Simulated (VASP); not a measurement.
# Os (P6_3/mmc) in VASP: further runs

The runs below take Os through single point, with LDA.

Everything below comes from runs of VASP 6.6.1. Logs are shortened: lines on timing, memory, paths and dates and some standing lists are left out, and cuts for length are marked.

### Step 1. The cell of the first run

It takes space group P6_3/mmc (No. 194, hexagonal). Conventional cell: a = 2.643 Å, b = 2.643 Å, c = 4.167 Å, α = 90.00°, β = 90.00°, γ = 120.00°. Within 3.4 Å of Os (site symmetry -6m2) lie 12 Os at 2.58 to 2.64 Å.

### Step 2. Single point, LDA (12.60 Å³/atom)

INCAR

```
SYSTEM = Os
PREC     = Accurate       ! precision mode
ENCUT    = 520            ! plane-wave cutoff, eV
EDIFF    = 1E-7           ! SCF threshold, eV
ISMEAR   = -1             ! smearing method
SIGMA    = 0.1            ! smearing width, eV
LREAL    = .False.        ! projectors in reciprocal space
LASPH    = .True.         ! aspherical terms in the spheres
NELM     = 100            ! most SCF steps
ALGO     = Normal         ! electronic algorithm
ISIF     = 2              ! what is computed and relaxed
LWAVE    = .False.        ! write WAVECAR
LCHARG   = .True.         ! write CHGCAR
GGA      = CA             ! functional
LELF     = .True.         ! ELF
LVHAR    = .True.       
NBANDS   = 15             ! bands
```

KPOINTS

```
Automatic mesh
0
Gamma
  22 22 12
  0 0 0
```

POSCAR

```
Os
1.0
    2.6430342161      0.0000000000      0.0000000000
   -1.3215171080      2.2889347742      0.0000000000
    0.0000000000      0.0000000000      4.1670185260
Os
2
Direct
    0.3333333333      0.6666666667      0.2500000000
    0.6666666667      0.3333333333      0.7500000000
```

Potentials or basis: VASP PAW LDA potentials, release 64 (Os).

On the command line:

```bash
> cat potpaw_LDA.64/Os/POTCAR > POTCAR
> mpirun -np 1 vasp_std > vasp.out
```

OUTCAR:

```text
SYSTEM = Os
   PREC = Accurate
   ENCUT = 520
   EDIFF = 1E-7
   ISMEAR = -1
   LREAL = .False.
   LASPH = .True.
   NELM = 100
   ISIF = 2
   GGA = CA

 ion  position               nearest neighbor table
   1  0.333  0.667  0.250-   2 2.58   2 2.58   2 2.58   2 2.58   2 2.58   2 2.58
   2  0.667  0.333  0.750-   1 2.58   1 2.58   1 2.58   1 2.58   1 2.58   1 2.58

  LATTYP: Found a hexagonal cell.
 ALAT       =     2.6430342161
 C/A-ratio  =     1.5766040790

  Lattice vectors:

 A1 = (   2.6430342161,   0.0000000000,   0.0000000000)
 A2 = (  -1.3215171080,   2.2889347742,   0.0000000000)
 A3 = (   0.0000000000,   0.0000000000,   4.1670185260)

Analysis of symmetry for initial positions (statically):
=====================================================================
 Subroutine PRICEL returns:
 Original cell was already a primitive cell.

 Routine SETGRP: Setting up the symmetry group for a
 hexagonal supercell.

 Subroutine GETGRP returns: Found 24 space group operations
 (whereof 12 operations were pure point group operations)
 out of a pool of 24 trial point group operations.

The static configuration has the point symmetry D_3d.
 The point group associated with its full space group is D_6h.

Analysis of symmetry for dynamics (positions and initial velocities):
=====================================================================
 Subroutine PRICEL returns:
 Original cell was already a primitive cell.

 Routine SETGRP: Setting up the symmetry group for a
 hexagonal supercell.

 Subroutine GETGRP returns: Found 24 space group operations
 (whereof 12 operations were pure point group operations)
 out of a pool of 24 trial point group operations.

The dynamic configuration has the point symmetry D_3d.
 The point group associated with its full space group is D_6h.

 Subroutine INISYM returns: Found 24 space group operations
 (whereof 12 operations are pure point group operations),
 and found     1 'primitive' translations

----------------------------------------------------------------------------------------

                                     Primitive cell

  volume of cell :      25.2093

  direct lattice vectors                    reciprocal lattice vectors
     2.643034216  0.000000000  0.000000000     0.378353028  0.218442223  0.000000000
    -1.321517108  2.288934774  0.000000000     0.000000000  0.436884446  0.000000000
     0.000000000  0.000000000  4.167018526     0.000000000  0.000000000  0.239979735

  length of vectors
     2.643034216  2.643034216  4.167018526     0.436884446  0.436884446  0.239979735

  position of ions in fractional coordinates (direct lattice)
     0.333333333  0.666666667  0.250000000
     0.666666667  0.333333333  0.750000000

  ion indices of the primitive-cell ions
   primitive index   ion index
                 1           1
                 2           2

----------------------------------------------------------------------------------------

 KPOINTS: Automatic mesh

Automatic generation of k-mesh.
 Grid dimensions read from file:
 generate k-points for:   22   22   12

 Generating k-lattice:

  Cartesian coordinates                     Fractional coordinates (reciprocal lattice)
     0.017197865  0.009929192  0.000000000     0.045454545 -0.000000000  0.000000000
     0.000000000  0.019858384  0.000000000     0.000000000  0.045454545  0.000000000
     0.000000000  0.000000000  0.019998311     0.000000000  0.000000000  0.083333333

  Length of vectors
     0.019858384  0.019858384  0.019998311

  Shift w.r.t. Gamma in fractional coordinates (k-lattice)
     0.000000000  0.000000000  0.000000000

 Subroutine IBZKPT returns following result:
 ===========================================

 Found    364 irreducible k-points:

 Following reciprocal coordinates:
            Coordinates               Weight
  0.000000  0.000000  0.000000      1.000000
  0.045455  0.000000  0.000000      6.000000
  0.090909  0.000000  0.000000      6.000000
  0.136364  0.000000  0.000000      6.000000
  0.181818  0.000000  0.000000      6.000000
  0.227273  0.000000  0.000000      6.000000
[... 16 lines left out ...]
  0.090909  0.090909  0.000000      6.000000
  0.136364  0.090909  0.000000     12.000000
 [... further k-points ...]
   k-points           NKPTS =    364   k-points in BZ     NKDIM =    364   number of bands    NBANDS=     15
   number of dos      NEDOS =    301   number of ions     NIONS =      2
   total plane-waves  NPLWV =  12800
   dimension x,y,z NGX =    20 NGY =   20 NGZ =   32
   dimension x,y,z NGXF=    40 NGYF=   40 NGZF=   64
   ions per type =               2
   NGX,Y,Z   is equivalent  to a cutoff of  12.58, 12.58, 12.77 a.u.
   NGXF,Y,Z  is equivalent  to a cutoff of  25.16, 25.16, 25.53 a.u.
 SYSTEM =  Os
   PREC   = accura    normal or accurate (medium, high low for compatibility)
   ISTART =      0    job   : 0-new  1-cont  2-samecut
   ICHARG =      2    charge: 1-file 2-atom 10-const
   ISPIN  =      1    spin polarized calculation?
   LNONCOLLINEAR =      F non collinear calculations
   LSORBIT =      F    spin-orbit coupling
   LASPH  =      T    aspherical Exc in radial PAW
   ENCUT  =  520.0 eV  38.22 Ry    6.18 a.u.   4.91  4.91  7.75*2*pi/ulx,y,z
   NELM   =    100;   NELMIN=  2; NELMDL= -5     # of ELM steps
   EDIFF  = 0.1E-06   stopping-criterion for ELM
   LREAL  =      F    real-space projection
   EDIFFG = 0.1E-05   stopping-criterion for IOM
   NSW    =      0    number of steps for IOM
   IBRION =     -1    ionic relax: 0-MD 1-quasi-New 2-CG
   NFREE  =      0    steps in history (QN), initial steepest desc. (CG)
   ISIF   =      2    stress and relaxation
   ISYM   =      2    0-nonsym 1-usesym 2-fastsym
   POTIM  = 0.5000    time-step for ionic-motion
   TEBEG  =    0.0;   TEEND  =   0.0 temperature during run
   PSTRESS=    0.0 pullay stress
   NELECT =      16.0000    total number of electrons
   NUPDOWN=      -1.0000    fix difference up-down
   EMIN   =  10.00;   EMAX   =-10.00  energy-range for DOS
   EFERMI =   0.00;   METHOD = LEGACY
   ISMEAR =    -1;   SIGMA  =   0.10  broadening in eV -4-tet -1-fermi 0-gaus
   EFERMI_NEDOS =   21; number of points for ismear=-14 and -15
   IALGO  =     38    algorithm
   IMIX   =      4    mixing-type and parameters
     AMIX     =   0.40;   BMIX     =  1.00
     AMIX_MAG =   1.60;   BMIX_MAG =  1.00
  volume/ion in A,a.u.               =      12.60        85.06
  Fermi-wavevector in a.u.,A,eV,Ry     =   1.406893  2.658642 26.930648  1.979347
  Thomas-Fermi vector in A             =   2.529207
   LORBIT       =      0    0 simple, 1 ext, 2 COOP (PROOUT), +10 PAW based schemes
   GGA     = CA    functional components
   LHFCALC =     F    Hartree Fock is set to
   AEXX    =    0.0000 exact exchange contribution
   IVDW    =     0    specifies the selected vdW correction
   LEPSILON=     F    determine dielectric tensor
   LRPA    =     F    only Hartree local field effects (RPA)
 non-spin polarized calculation
  energy-cutoff  :      520.00
  volume of cell :       25.21
 maximum number of plane-waves:       699
 NGX is ok and might be reduce to    20
   NGX =  9   NGY =  9   NGZ = 15

 number of electron      16.0000002 magnetization

 Free energy of the ion-electron system (eV)
  ---------------------------------------------------
  ext. energy  EPLUGINS =         0.00000000
  ---------------------------------------------------
  free energy    TOTEN  =       -25.01382670 eV

  energy without entropy =      -24.98073423  energy(sigma->0) =      -24.99728046

 E-fermi :  11.0963     XC(G=0): -14.7728

 val. band max:       11.0938950995   @ k =   0.1818   0.0909   0.2500
 cond. band min:      11.1081705251   @ k =   0.2727   0.0000   0.0000
 fundamental gap:      0.0142754256
 Fermi energy:        11.0962844353

 k-point     1 :       0.0000    0.0000    0.0000
  band No.  band energies     occupation
      1      -0.7392      2.00000
      2       2.2668      2.00000
      3       7.4843      2.00000
      4       7.4843      2.00000
      5       7.8207      2.00000
      6       8.4890      2.00000
      7       8.4890      2.00000
      8       9.2279      2.00000
      9       9.2279      2.00000
     10      11.3213      0.19068
     11      13.0324      0.00000
     12      13.0324      0.00000
     13      21.4848      0.00000
     14      25.1053      0.00000
     15      28.0050      0.00000

 k-point     2 :       0.0455    0.0000    0.0000
  band No.  band energies     occupation
      1      -0.6439      2.00000
      2       2.3520      2.00000
      3       7.2392      2.00000
      4       7.5695      2.00000
      5       8.0382      2.00000
      6       8.4278      2.00000
      7       8.5694      2.00000
      8       9.1141      2.00000
      9       9.1548      2.00000
     10      10.7671      1.92832
     11      13.0872      0.00000
     12      13.7198      0.00000
     13      21.4902      0.00000
     14      25.3139      0.00000
     15      28.1325      0.00000

 k-point     3 :       0.0909    0.0000    0.0000
  band No.  band energies     occupation
      1      -0.3641      2.00000
      2       2.5959      2.00000
      3       6.8486      2.00000
      4       7.8234      2.00000
      5       8.2239      2.00000
      6       8.4067      2.00000
      7       8.6954      2.00000
      8       8.8080      2.00000
      9       8.9543      2.00000
     10      10.0288      1.99995
     11      13.2335      0.00000
     12      14.9393      0.00000
     13      21.4868      0.00000
     14      25.9115      0.00000
     15      28.4874      0.00000
[... 343 lines left out ...]
 k-point    23 :       0.0909    0.0909    0.0000
  band No.  band energies     occupation
      1       0.3410      2.00000
      2       3.1706      2.00000
      3       6.2052      2.00000
      4       7.6451      2.00000
      5       7.9149      2.00000
      6       8.2661      2.00000
      7       8.5381      2.00000
      8       8.8332      2.00000
      9       9.5426      2.00000
     10       9.5871      2.00000
     11      13.4712      0.00000
     12      16.9373      0.00000
     13      21.3851      0.00000
     14      27.2596      0.00000
     15      29.3002      0.00000

 k-point    24 :       0.1364    0.0909    0.0000
  band No.  band energies     occupation
      1       0.9073      2.00000
      2       3.5673      2.00000
      3       5.8518      2.00000
      4       6.8527      2.00000
      5       7.7191      2.00000
      6       7.9258      2.00000
      7       9.1447      2.00000
      8       9.1796      2.00000
      9       9.4002      2.00000
     10      10.1671      1.99982
     11      13.6166      0.00000
     12      18.1929      0.00000
     13      21.2450      0.00000
     14      27.9042      0.00000
     15      29.2203      0.00000

 [... further k-points ...]

------------------------ aborting loop because EDIFF is reached ----------------------------------------

  FORCE on cell =-STRESS in cart. coord.  units (eV):
  Direction    XX          YY          ZZ          XY          YZ          ZX
  --------------------------------------------------------------------------------------
  -------------------------------------------------------------------------------------
  Total        7.3212917      7.3212917      7.9912026      0.0000000      0.0000000      0.0000000
  in kB      465.3038642    465.3038642    507.8799774      0.0000000      0.0000000      0.0000000
  external PRESSURE =     479.4959019 kB  Pullay stress =       0.0000000 kB

 VOLUME and BASIS-vectors are now :
 -----------------------------------------------------------------------------
  energy-cutoff  :      520.00
  volume of cell :       25.21
      direct lattice vectors                 reciprocal lattice vectors
     2.643034216  0.000000000  0.000000000     0.378353028  0.218442223  0.000000000
    -1.321517108  2.288934774  0.000000000     0.000000000  0.436884446  0.000000000
     0.000000000  0.000000000  4.167018526     0.000000000  0.000000000  0.239979735

 POSITION                                       TOTAL-FORCE (eV/Angst)
 -----------------------------------------------------------------------------------
     -0.00000      1.52596      1.04175        -0.000000      0.000000      0.000000
      1.32152      0.76298      3.12526         0.000000     -0.000000      0.000000
 -----------------------------------------------------------------------------------
    total drift:                               -0.000000      0.000000     -0.000000

  FREE ENERGIE OF THE ION-ELECTRON SYSTEM (eV)
  ---------------------------------------------------
  free  energy   TOTEN  =       -25.0138266984 eV

  energy  without entropy=      -24.9807342256  energy(sigma->0) =      -24.99728046
```

Wall time 2.3 min (1 thread of Oxide Virtual Turin-like, shared host); peak memory 0.19 GiB.

What came out:

```yaml
Free_energy: -25.0138 eV
Pressure: 47.9 GPa
Band_gap_on_the_k_mesh: zero (bands 8 and 9 overlap by 4.61 eV)
```

Stress tensor (GPa, compression positive):
```
46.53  0.00  0.00
 0.00 46.53  0.00
 0.00  0.00 50.79
```

Levels at points of the mesh, in eV from the Fermi level:
| k point | band 4 | band 5 | band 6 | band 7 | band 8 | band 9 | band 10 | band 11 | band 12 | band 13 |
| --- | --- | --- | --- | --- | --- | --- | --- | --- | --- | --- |
| (0.00, 0.00, 0.00) | -3.61 | -3.28 | -2.61 | -2.61 | -1.87 | -1.87 | 0.23 | 1.94 | 1.94 | 10.39 |
| (0.50, 0.00, 0.00) | -4.19 | -3.11 | -2.90 | -2.14 | 2.39 | 3.07 | 3.24 | 5.18 | 6.59 | 10.34 |
| (0.00, 0.00, 0.50) | -4.06 | -3.83 | -3.83 | -3.83 | -3.83 | 1.05 | 1.05 | 1.05 | 1.05 | 13.76 |
| (0.50, 0.00, 0.50) | -6.20 | -1.45 | -1.45 | -0.08 | -0.08 | 2.80 | 2.80 | 3.85 | 3.85 | 10.40 |

Caveat: the cell stands under pressure; spin-orbit coupling is left out, which moves the levels of the heavy elements.

### Step 3. Single point, LDA (13.15 Å³/atom)

This run uses another cell than the first one, of 13.15 Å³/atom.

INCAR

```
SYSTEM = Os
PREC = Accurate ; ENCUT = 520
EDIFF = 1E-6 ; ISMEAR = -1
SIGMA = 0.1 ; LREAL = .FALSE.
LASPH = .TRUE. ; NELM = 100
ALGO = Normal ; ISIF = 2
LWAVE = .FALSE. ; LCHARG = .FALSE.
NBANDS = 15
```

KPOINTS

```
Automatic mesh
0
G
  22 22 12
  0 0 0
```

POSCAR

```
Os
1.0
    2.6807969497      0.0000000000      0.0000000000
   -1.3403984748      2.3216382608      0.0000000000
    0.0000000000      0.0000000000      4.2265554058
Os
2
Direct
    0.3333333333      0.6666666667      0.2500000000
    0.6666666667      0.3333333333      0.7500000000
```

Potentials or basis: VASP PAW LDA potentials, release 64 (Os).

On the command line:

```bash
> cat potpaw_LDA.64/Os/POTCAR > POTCAR
> mpirun -np 1 vasp_std > vasp.out
```

It took 78 s on 1 thread of Oxide Virtual Turin-like, shared host; peak memory 0.19 GiB.

Results (log left out):

* Free energy: -25.2505 eV
* Pressure: 21.8 GPa
* Band gap on the k mesh: zero (bands 8 and 9 overlap by 4.31 eV)

Stress tensor (GPa, compression positive):
```
21.00  0.00  0.00
 0.00 21.00  0.00
 0.00  0.00 23.35
```

Levels at points of the mesh, in eV from the Fermi level:
| k point | band 5 | band 6 | band 7 | band 8 | band 9 | band 10 | band 11 | band 12 |
| --- | --- | --- | --- | --- | --- | --- | --- | --- |
| (0.00, 0.00, 0.00) | -3.07 | -2.45 | -2.45 | -1.75 | -1.75 | 0.18 | 1.82 | 1.82 |
| (0.50, 0.00, 0.00) | -3.01 | -2.76 | -2.03 | 2.22 | 2.85 | 3.02 | 4.85 | 6.22 |
| (0.00, 0.00, 0.50) | -3.60 | -3.60 | -3.60 | -3.60 | 0.98 | 0.98 | 0.98 | 0.98 |
| (0.50, 0.00, 0.50) | -1.36 | -1.36 | -0.10 | -0.10 | 2.60 | 2.60 | 3.62 | 3.62 |

Caveat: the cell stands under pressure; spin-orbit coupling is left out, which moves the levels of the heavy elements.

### Step 4. Single point, LDA

This run uses another cell than the first one, of 13.70 Å³/atom.

INCAR

```
PREC = Accurate ; ENCUT = 520
EDIFF = 1E-6 ; ISMEAR = -1
SIGMA = 0.1 ; LREAL = F
LASPH = T ; NELM = 60
ALGO = Normal ; ISIF = 2
LWAVE = F ; LCHARG = F
GGA = CA ; NBANDS = 15
```

KPOINTS

```
Automatic mesh
0
Gamma
  22 22 12
```

POSCAR

```
Os
1.0
    2.7175247595      0.0000000000      0.0000000000
   -1.3587623798      2.3534454772      0.0000000000
    0.0000000000      0.0000000000      4.2844606206
Os
2
Direct
    0.3333333333      0.6666666667      0.2500000000
    0.6666666667      0.3333333333      0.7500000000
```

On the command line:

```bash
> cat potpaw_LDA.64/Os/POTCAR > POTCAR
> mpirun -np 1 vasp_std > vasp.out
```

It took 64 s on 1 thread of Oxide Virtual Turin-like, shared host; peak memory 0.2 GiB.

It converged, with:

```yaml
Free_energy: -25.3276 eV
Pressure: 1.1 GPa
Band_gap_on_the_k_mesh: zero (bands 8 and 9 overlap by 4.04 eV)
```

Stress tensor (GPa, compression positive):
```
0.77 0.00 0.00
0.00 0.77 0.00
0.00 0.00 1.60
```

Levels at points of the mesh, in eV from the Fermi level:
```
           k point  band 4  band 5  band 6  band 7  band 8  band 9  band 10  band 11  band 12  band 13
(0.00, 0.00, 0.00)   -3.18   -2.89   -2.30   -2.30   -1.65   -1.65     0.16     1.72     1.72     9.34
(0.50, 0.00, 0.00)   -3.70   -2.91   -2.62   -1.93    2.07    2.66     2.81     4.56     5.89     9.56
(0.00, 0.00, 0.50)   -3.65   -3.38   -3.38   -3.38   -3.38    0.91     0.91     0.91     0.91    13.81
(0.50, 0.00, 0.50)   -5.49   -1.27   -1.27   -0.10   -0.10    2.42     2.42     3.41     3.41     9.38
```

Caveat: spin-orbit coupling is left out, which moves the levels of the heavy elements.

(Part 1 of 2 ends here.)
